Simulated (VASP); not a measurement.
The system is P3C.

```
CELL_PARAMETERS angstrom
-2.64720 2.64720 2.64720
2.64720 -2.64720 2.64720
2.64720 2.64720 -2.64720
ATOMIC_POSITIONS crystal
P 0.00000 0.50000 0.50000
P 0.50000 0.00000 0.50000
P 0.50000 0.50000 0.00000
C 0.00000 0.00000 0.00000
```

The cell was built from a structure type or drawn by symmetry, and may not be a known phase.

```yaml
Program: VASP 6.6.1
Task: relaxation of cell and atoms
Functional: PBE
Potentials_or_basis: VASP PAW PBE potentials, release 64 (P, C)
Cutoff: 600 eV
k_mesh: 4 × 4 × 4
Occupations: gaussian, width 0.1 eV
Spin: no spin polarisation
```

At the start: pressure -22.1 GPa; volume 18.55 Å³/atom.

Question: Where does the relaxation end?

Answer: Over 3 steps the energy falls by 710.3 meV/atom and the volume is 11.97 Å³/atom (-35.5 %); space group Im-3m (No. 229, to 0.1 Å) before and after.

Step by step:
| step | energy change (eV) | largest force (eV/Å) | pressure (GPa) | volume (Å³) |
| --- | --- | --- | --- | --- |
| 1 | 0.0000 | 0.0000 | -22.11 | 74.20 |
| 2 | -2.8003 | 0.0000 | -5.89 | 49.96 |
| 3 | -2.8411 | 0.0000 | -0.18 | 47.89 |

Final structure:
```
P C
1.0
    -2.28769    2.28769    2.28769
     2.28769   -2.28769    2.28769
     2.28769    2.28769   -2.28769
P C
3 1
Cartesian
  2.2877 0.0000 0.0000
  0.0000 2.2877 0.0000
  0.0000 0.0000 2.2877
  0.0000 0.0000 0.0000
```

Caveat: the k points lie up to 0.49 Å⁻¹ apart in the final cell, too coarse for converged energies and pressures of a metal; the volume moved by over 15 % at a fixed basis, so the end points are rough.
